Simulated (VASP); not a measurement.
SiPbO2: relaxation of cell and atoms with PBE

Crystal: SiPbO2.

```xyz
8
Lattice="2.6124 0.0000 0.0000 -1.3062 2.2624 0.0000 0.0000 0.0000 10.0598" Properties=species:S:1:pos:R:3 pbc="T T T"
Si    1.3062    0.7541    0.8860
Si    0.0000    1.5083    5.9159
Pb    1.3062    0.7541    3.4010
Pb    0.0000    1.5083    8.4309
O     0.0000    1.5083    1.7720
O     0.0000    0.0000    0.0000
O     1.3062    0.7541    6.8019
O     0.0000    0.0000    5.0299
```

```
Program                : VASP 6.6.1
Task                   : relaxation of cell and atoms
Functional             : PBE
Potentials or basis    : VASP PAW PBE potentials, release 64 (Si, Pb_d, O_h)
Cutoff                 : 910 eV
k mesh                 : 6 × 6 × 2
Occupations            : gaussian, width 0.1 eV
Spin                   : no spin polarisation
Dipole correction      : no
Further INCAR settings : ALGO = Normal; EDIFF = 1e-07; IBRION = 2; EDIFFG = -0.04; NSW = 90; ISIF = 3
```

| Quantity | Value |
| --- | --- |
| Relaxed volume | 12.38 Å³/atom |
| Relaxed cell | a = 2.946 Å, b = 2.946 Å, c = 13.175 Å, α = 90.00°, β = 90.00°, γ = 120.00° |
| Space group after relaxing (to 0.1 Å) | P6_3mc (No. 186) |
| Pressure after relaxing | -0.3 GPa |
| Largest force after relaxing | 0.033 eV/Å |
| Band gap on the k mesh | zero (bands 30 and 31 overlap by 1.54 eV) |

Forces in eV/Å, atoms in the order of the input:
```
Si   0.000  0.000  0.030
Si   0.000  0.000  0.030
Pb   0.000  0.000 -0.033
Pb   0.000  0.000 -0.033
O    0.000  0.000  0.028
O    0.000  0.000 -0.025
O    0.000  0.000  0.028
O    0.000  0.000 -0.025
```

Stress tensor (GPa, compression positive):
```
-0.39  0.00  0.00
 0.00 -0.39  0.00
 0.00  0.00 -0.27
```

Final structure:
```
Si Pb O
1.0
     2.94610    0.00000    0.00000
    -1.47305    2.55140    0.00000
     0.00000    0.00000   13.17455
Si Pb O
2 2 4
Cartesian
  1.4730 0.8505 1.1630
  0.0000 1.7009 7.7503
  1.4730 0.8505 4.4585
  0.0000 1.7009 11.0457
  0.0000 1.7009 1.9645
  0.0000 0.0000 0.3489
  1.4730 0.8505 8.5518
  0.0000 0.0000 6.9362
```

Levels at points of the mesh, in eV from the Fermi level:
| k point | band 28 | band 29 | band 30 | band 31 | band 32 | band 33 |
| --- | --- | --- | --- | --- | --- | --- |
| (0.00, 0.00, 0.00) | -5.33 | -3.12 | -0.98 | -0.68 | 1.29 | 1.38 |
| (0.50, 0.00, 0.00) | -5.56 | -4.19 | -3.91 | 0.64 | 0.94 | 1.62 |
| (0.00, 0.00, 0.50) | -6.10 | -2.28 | -2.28 | 0.48 | 0.48 | 1.69 |
| (0.50, 0.00, 0.50) | -5.67 | -4.08 | -4.08 | 0.85 | 0.85 | 1.75 |

Wall time 7.6 min on 1 thread of Intel(R) Xeon(R) 6975P-C (Granite Rapids) (shared host), peak memory 0.33 GiB.

Caveat: the k points lie up to 0.41 Å⁻¹ apart in the final cell, too coarse for converged energies and pressures of a metal; the cutoff is under 1.25 times the usual one of these potentials, so pressure, stress and relaxed cells hold a basis-set (Pulay) error; the volume moved by over 15 % at a fixed basis, so the end points are rough; spin-orbit coupling is left out, which moves the levels of the heavy elements.
